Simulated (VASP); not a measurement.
Here is a VASP 6.6.1 calculation.

File INCAR:

```
SYSTEM = Ti3SiN4
PREC = Accurate
ENCUT = 520
EDIFF = 1E-6
ISMEAR = 0
SIGMA = 0.1
LREAL = .FALSE.
LASPH = .TRUE.
NELM = 80
ALGO = Normal
ISIF = 2
LWAVE = .FALSE.
LCHARG = .FALSE.
LDIPOL = .TRUE.
IDIPOL = 3
DIPOL = 0.5 0.5 0.368
GGA = PE
NBANDS = 40
```

File KPOINTS:

```
regular mesh
0
G
  9 9 1
  0 0 0
```

The input POSCAR:

```
Ti3SiN4
1.0
    3.0028555065      0.0000000000      0.0000000000
   -1.5014277533      2.6005491526      0.0000000000
    0.0000000000      0.0000000000     22.6233846960
N Ti Si
4 3 1
Direct
    0.3333333333      0.6666666667      0.1768082033
    0.0000000000      0.0000000000      0.2851837309
    0.6666666667      0.3333333333      0.3897111675
    0.3333333333      0.6666666667      0.4916764156
    0.6666666667      0.3333333333      0.2309959671
    0.3333333333      0.6666666667      0.3401655979
    0.0000000000      0.0000000000      0.4575116027
    0.3333333333      1.0000000000      0.5707969082
```

Potentials or basis: VASP PAW PBE potentials, release 64 (N, Ti_sv, Si).

Launch:

```bash
$ cat potpaw_PBE.64/N/POTCAR potpaw_PBE.64/Ti_sv/POTCAR potpaw_PBE.64/Si/POTCAR > POTCAR
$ mpirun -np 1 vasp_std > vasp.out
```

Q: What does it give for the largest force?

A: 5.612 eV/Å.

Q: Estimate the band gap on the k mesh.

A: Zero (bands 30 and 31 overlap by 0.80 eV).

Forces on the atoms (eV/Å):
```
N    0.009 -0.001  4.330
N    0.020  0.003  1.210
N   -0.026  0.060  1.231
N   -0.382  0.897  2.629
Ti   0.000 -0.004 -5.612
Ti  -0.051 -0.014 -0.275
Ti   0.035 -0.023 -3.511
Si   0.396 -0.917  0.000
```
